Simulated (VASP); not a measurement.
Crystal: BN (lda).

```xyz
4
Lattice="2.5539 0.0000 0.0000 -1.2770 2.2118 0.0000 0.0000 0.0000 4.2269" Properties=species:S:1:pos:R:3 pbc="T T T"
B     1.2770    0.7373    4.2257
B     0.0000    1.4745    2.1123
N     1.2770    0.7373    2.6430
N     0.0000    1.4745    0.5295
```

```yaml
Program: VASP 6.6.1
Task: relaxation of cell and atoms
Functional: LDA
Potentials_or_basis: VASP PAW LDA potentials, release 64 (B, N)
Cutoff: 600 eV
k_mesh: 9 × 9 × 6
Occupations: gaussian, width 0.1 eV
Spin: no spin polarisation
```

At the start: pressure -13.1 GPa; volume 5.97 Å³/atom.

**Question.** How do energy, volume and symmetry change on relaxing?

**Answer.** Over 3 steps the energy falls by 8.6 meV/atom and the volume is 5.77 Å³/atom (-3.4 %); space group P6_3mc (No. 186, to 0.05 Å).

The path:
| step | energy change (eV) | largest force (eV/Å) | pressure (GPa) | volume (Å³) |
| --- | --- | --- | --- | --- |
| 1 | 0.0000 | 0.0213 | -13.15 | 23.88 |
| 2 | 0.0060 | 0.0870 | 15.91 | 22.22 |
| 3 | -0.0344 | 0.0283 | -0.12 | 23.07 |

Final structure:
```xyz
4
Lattice="2.5250 0.0000 0.0000 -1.2625 2.1867 0.0000 0.0000 0.0000 4.1774" Properties=species:S:1:pos:R:3 pbc="T T T"
B     1.2625    0.7289    4.1767
B     0.0000    1.4578    2.0880
N     1.2625    0.7289    2.6115
N     0.0000    1.4578    0.5228
```

Caveat: the relaxation stopped at a loose force limit of 0.05 eV/Å, so its end isn't a converged minimum.
